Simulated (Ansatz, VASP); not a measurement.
SbSeBr3: VASP beside Ansatz

Contents of INCAR:

```
SYSTEM = SbSeBr3
PREC = Accurate
ENCUT = 520
EDIFF = 1E-6
ISMEAR = 0
SIGMA = 0.1
LREAL = .FALSE.
LASPH = .TRUE.
NELM = 60
ALGO = Normal
ISIF = 2
LWAVE = .FALSE.
LCHARG = .FALSE.
GGA = PE
NBANDS = 24
```

File KPOINTS:

```
regular mesh
0
G
  3 3 3
  0 0 0
```

Contents of POSCAR:

```
SbSeBr3
1.0
    3.7835815700      2.1844518400      3.0901465900
   -3.7835815700      2.1844518400      3.0901465900
    0.0000000000     -4.3689036800      3.0901465900
Sb Se Br
1 1 3
Direct
    0.0095460800      0.0095460800      0.0095460800
    0.5119105300      0.5119105300      0.5119105300
    0.5126222100      0.0122175500      0.5126222100
    0.5126222100      0.5126222100      0.0122175500
    0.0122175500      0.5126222100      0.5126222100
```

Input for Ansatz:

```yaml
crystal:
  lattice:
    - [3.78358157, 2.18445184, 3.09014659]
    - [-3.78358157, 2.18445184, 3.09014659]
    - [0.0, -4.36890368, 3.09014659]
  atoms:
    - { symbol: Sb, position: [0.00954608, 0.00954608, 0.00954608] }
    - { symbol: Se, position: [0.51191053, 0.51191053, 0.51191053] }
    - { symbol: Br, position: [0.51262221, 0.01221755, 0.51262221] }
    - { symbol: Br, position: [0.51262221, 0.51262221, 0.01221755] }
    - { symbol: Br, position: [0.01221755, 0.51262221, 0.51262221] }
basis:
  ecutwfc: 420
kpoints:
  mp_grid: { grid: [3, 3, 3] }
hamiltonian:
  xc: pbe
scf:
  occupations: { method: gaussian, width: 0.1 }
  lower_state_search: "off"
output:
  forces: true
  stress: true
  eigenvalues: true
```

Change from the starting cell: species swapped into the MnTlF3 type (R3m, No. 160).

Alike in both runs: task single point; functional PBE; k mesh 3 × 3 × 3; occupations gaussian, width 0.1 eV; no spin polarisation.

```csv
,VASP,Ansatz
version,VASP 6.6.1,Ansatz 0.2.0
potentials or method,"VASP PAW PBE potentials, release 64 (Sb, Se, Br), cutoff 520 eV","scalar-relativistic, plane waves, PAW"
valence electrons in the cell,32,52
```

```csv
,VASP,Ansatz,Ansatz less VASP
gap on the k mesh at the Fermi level (eV),none,none,-
pressure (GPa),0.7,0.7,+0.01
rms of the force components (eV/Å),0.012,0.012,0.0000
```

Atom by atom the forces differ by 0.000 eV/Å (rms over components). A gap of «none» marks a metal or a gap that the smearing closes. VASP's potentials hold 32 valence electrons a cell and Ansatz's 52, so a difference there can come from the potentials and not from the codes.

The k mesh is coarse, so the values compare programs but aren't converged. Neither program's run includes spin-orbit coupling.
